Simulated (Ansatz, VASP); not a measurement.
**Ag in VASP and in Ansatz**

```
CELL_PARAMETERS angstrom
0.00000 2.05297 2.05297
2.05297 0.00000 2.05297
2.05297 2.05297 0.00000
ATOMIC_POSITIONS crystal
Ag 0.00000 0.00000 0.00000
```

Alike in both runs: functional r2SCAN; k mesh 23 × 23 × 23; no spin polarisation.

Ansatz relaxed the structure, and its values are those at the end. VASP's run is a single point on that final structure, the one shown.

```csv
,VASP,Ansatz
version,VASP 6.6.1,Ansatz 0.2.0
potentials or method,"VASP PAW PBE potentials, release 64 (Ag)","plane-wave PAW, scalar-relativistic"
plane-wave cutoff (eV),520,500
occupations,"methfessel-paxton of order 1, width 0.1 eV","cold, width 0.1 eV"
valence electrons in the cell,11,19
```

|  | VASP | Ansatz | Ansatz less VASP |
| --- | --- | --- | --- |
| pressure (GPa) | 0.1 | 0.0 | -0.09 |

VASP's potentials were made for PBE, not for r2SCAN. VASP's potentials hold 11 valence electrons a cell and Ansatz's 19, so a difference there can come from the potentials and not from the codes.
